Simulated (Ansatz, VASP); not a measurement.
## One calculation of C, two programs

```
CELL_PARAMETERS angstrom
0.00000 1.76587 1.76587
1.76587 0.00000 1.76587
1.76587 1.76587 0.00000
ATOMIC_POSITIONS crystal
C 0.00000 0.00000 0.00000
C 0.25000 0.25000 0.25000
```

Alike in both runs: functional LDA; k mesh 12 × 12 × 12; no spin polarisation.

Ansatz relaxed the structure, and its values are those at the end. VASP's run is a single point on that final structure, the one shown.

|  | VASP | Ansatz |
| --- | --- | --- |
| version | VASP 6.6.1 | Ansatz 0.2.0 |
| potentials or method | VASP PAW LDA potentials, release 64 (C_h), cutoff 910 eV | scalar-relativistic, plane waves, PAW |
| occupations | gaussian, width 0.01 eV | fixed |
| valence electrons in the cell | 8 | 8 |

VASP gave:

| Item | Value |
| --- | --- |
| gap on the k mesh at the Fermi level (eV) | 4.20 |
| least direct gap on the mesh (eV) | 5.63 |

What did Ansatz give for the same quantities?

gap on the k mesh at the Fermi level (eV): 4.20; least direct gap on the mesh (eV): 5.62.

LDA's correlation is that of Perdew and Zunger in VASP and of Perdew and Wang (1992) in Ansatz.

Noted on VASP's run: the cutoff is short for stress, so the pressure is rough.
